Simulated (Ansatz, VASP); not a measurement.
# SrZr2As2: VASP beside Ansatz

Contents of INCAR:

```
PREC = Accurate
ENCUT = 520
EDIFF = 1E-6
ISMEAR = 1
SIGMA = 0.0754
LREAL = False
LASPH = True
NELM = 80
ALGO = Normal
ISIF = 2
LWAVE = False
LCHARG = False
GGA = PE
NBANDS = 30
```

Contents of KPOINTS:

```
regular mesh
0
Gamma
  5 5 5
```

Contents of POSCAR:

```
SrZr2As2
1.0
    0.0000000000      4.0215590000      0.0000000000
    4.0215590000      0.0000000000      0.0000000000
    2.0107790000      2.0107790000     -6.1531760000
As Sr Zr
2 1 2
Direct
    0.3525000000      0.3525000000      0.2950000000
    0.6475000000      0.6475000000      0.7050000000
    0.0000000000      0.0000000000      0.0000000000
    0.7500000000      0.2500000000      0.5000000000
    0.2500000000      0.7500000000      0.5000000000
```

Input for Ansatz:

```yaml
crystal:
  lattice:
    - [0.0, 4.021559, 0.0]
    - [4.021559, 0.0, 0.0]
    - [2.010779, 2.010779, -6.153176]
  atoms:
    - { symbol: As, position: [0.3525, 0.3525, 0.295] }
    - { symbol: As, position: [0.6475, 0.6475, 0.705] }
    - { symbol: Sr, position: [0.0, 0.0, 0.0] }
    - { symbol: Zr, position: [0.75, 0.25, 0.5] }
    - { symbol: Zr, position: [0.25, 0.75, 0.5] }
  symmetry: { tolerance: 0.0003 }
kpoints:
  mp_grid: { grid: [5, 5, 5], shift: [0, 0, 0] }
magnetization:
  spin_polarized: false
scf:
  occupations: { method: methfessel_paxton, width: 0.0754 }
hamiltonian:
  pseudopotentials: { kind: paw }
  xc: pbe
basis:
  ecutwfc: 500
output:
  forces: true
  stress: true
  eigenvalues: true
```

Alike in both runs: task single point; functional PBE; k mesh 5 × 5 × 5; occupations methfessel-paxton of order 1, width 0.0754 eV; no spin polarisation.

|  | VASP | Ansatz |
| --- | --- | --- |
| version | VASP 6.6.1 | Ansatz 0.2.0 |
| potentials or method | VASP PAW PBE potentials, release 64 (As, Sr_sv, Zr_sv), cutoff 520 eV | PAW plane waves |
| valence electrons in the cell | 44 | 64 |

VASP gave:

```
gap on the k mesh at the Fermi level (eV) : none
rms of the force components (eV/Å)        : 2.993
```

Q: What did Ansatz give for the same quantities?

A: gap on the k mesh at the Fermi level (eV): none; rms of the force components (eV/Å): 2.962.

Atom by atom the forces differ by 0.031 eV/Å (rms over components). A gap of «none» marks a metal or a gap that the smearing closes. VASP's potentials hold 44 valence electrons a cell and Ansatz's 64, so a difference there can come from the potentials and not from the codes.
